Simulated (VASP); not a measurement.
A run of VASP 6.6.1 is set up as follows.

The input INCAR:

```
SYSTEM = Co
  ALGO = Normal
  EDIFF = 1E-6
  ENCUT = 520
  GGA = PE
  ISIF = 2
  ISMEAR = -1
  ISPIN = 2
  LASPH = .TRUE.
  LCHARG = .TRUE.
  LELF = .TRUE.
  LMAXMIX = 4
  LORBIT = 11
  LREAL = .FALSE.
  LVHAR = .TRUE.
  LWAVE = .FALSE.
  MAGMOM = 1.7 1.7 1.7
  NBANDS = 24
  NELM = 150
  PREC = Accurate
  SIGMA = 0.1
```

KPOINTS

```
k-points
0
G
  10 10 14
  0 0 0
```

The input POSCAR:

```
Co
1.0
    3.5411751145      0.0000000000      0.0000000000
   -1.7705875573      3.0667476083      0.0000000000
    0.0000000000      0.0000000000      2.1510523566
Co
3
Direct
    0.0000000000      0.0000000000      0.0000000000
    0.3333333333      0.6666666667      0.5000000000
    0.6666666667      0.3333333333      0.5000000000
```

Potentials or basis: VASP PAW PBE potentials, release 64 (Co).

The run is started by

```console
$ cat potpaw_PBE.64/Co/POTCAR > POTCAR
$ mpirun -np 1 vasp_std > vasp.out
```

Task: Estimate the site moments.

Result: Co +1.21, +1.07 μB.

Task: Estimate the net moment.

Result: 3.45 μB per cell.

Task: What does it give for the pressure?

Result: 156.3 GPa.

Stress tensor (GPa, compression positive):
```
156.08   0.00   0.00
  0.00 156.08   0.00
  0.00   0.00 156.70
```
